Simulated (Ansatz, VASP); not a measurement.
# One calculation of CaZn2Re2, two programs

```xyz
5
Lattice="3.9911 0.0000 0.0000 -1.9955 3.4564 0.0000 0.0000 0.0000 6.7078" Properties=species:S:1:pos:R:3 pbc="T T T"
Zn   -0.0002    2.3044    4.2306
Zn    1.9957    1.1520    2.4772
Ca    0.0000    0.0000    0.0000
Re   -0.0002    2.3044    1.7246
Re    1.9957    1.1520    4.9832
```

Alike in both runs: task single point; functional PBEsol; k mesh 5 × 5 × 3; occupations fermi-dirac, width 0.15 eV; no spin polarisation.

```csv
,VASP,Ansatz
version,VASP 6.6.1,Ansatz 0.2.0
potentials or method,"VASP PAW PBE potentials, release 64 (Zn, Ca_sv, Re), cutoff 520 eV",PAW plane waves
valence electrons in the cell,48,64
```

```csv
,VASP,Ansatz,Ansatz less VASP
gap on the k mesh at the Fermi level (eV),none,none,-
pressure (GPa),8.0,7.5,-0.47
"traceless stress, the component that is largest in VASP (GPa)",-1.11,-1.09,+0.026
rms of the force components (eV/Å),0.314,0.295,-0.0185
```

VASP's potentials were made for PBE, not for PBEsol. Atom by atom the forces differ by 0.019 eV/Å (rms over components). A gap of «none» marks a metal or a gap that the smearing closes. VASP's potentials hold 48 valence electrons a cell and Ansatz's 64, so a difference there can come from the potentials and not from the codes. Ansatz's warnings: structure snapped to symmetry.

The k mesh is coarse, so the values compare programs but aren't converged. Spin-orbit coupling is off throughout.
